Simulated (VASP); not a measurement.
Here is a VASP 6.6.1 calculation.

Contents of INCAR:

```
SYSTEM = BaTiO3
ALGO     = Normal         ! electronic algorithm
EDIFF    = 1E-6           ! SCF threshold, eV
ENCUT    = 520            ! plane-wave cutoff, eV
GGA      = CA             ! functional
ISIF     = 2              ! what is computed and relaxed
ISMEAR   = -1             ! smearing method
LASPH    = .TRUE.         ! aspherical terms in the spheres
LCHARG   = .TRUE.         ! write CHGCAR
LELF     = .TRUE.         ! ELF
LREAL    = .FALSE.        ! projectors in reciprocal space
LVHAR    = .TRUE.       
LWAVE    = .FALSE.        ! write WAVECAR
NBANDS   = 28             ! bands
NELM     = 100            ! most SCF steps
PREC     = Accurate       ! precision mode
SIGMA    = 0.02           ! smearing width, eV
```

File KPOINTS:

```
k-points
0
G
  6 6 6
  0 0 0
```

POSCAR

```
BaTiO3
1.0
    4.0379468039      0.0000000000      0.0000000000
    0.0000000000      2.8742319127      2.8825904778
    0.0000000000     -2.8742319127      2.8825904778
Ba Ti O
1 1 3
Direct
    0.0000000000      0.0000000000      0.0000000000
    0.5000000000      0.5124000000      0.5124000000
    0.0000000000      0.4874000000      0.4874000000
    0.5000000000      0.5052400000      0.9918400000
    0.5000000000      0.9918400000      0.5052400000
```

Potentials or basis: VASP PAW LDA potentials, release 64 (Ba_sv, Ti_sv, O).

Command:

```sh
$ cat potpaw_LDA.64/Ba_sv/POTCAR potpaw_LDA.64/Ti_sv/POTCAR potpaw_LDA.64/O/POTCAR > POTCAR
$ mpirun -np 1 vasp_std > vasp.out
```

(1) Predict the largest force.

(2) Estimate the band gap on the k mesh.

(3) What does it give for the pressure?

Results:

(1) 0.430 eV/Å.

(2) 1.69 eV, indirect (least direct gap 1.92 eV).

(3) -12.4 GPa.

Caveat: spin-orbit coupling is left out, which moves the levels of the heavy elements.
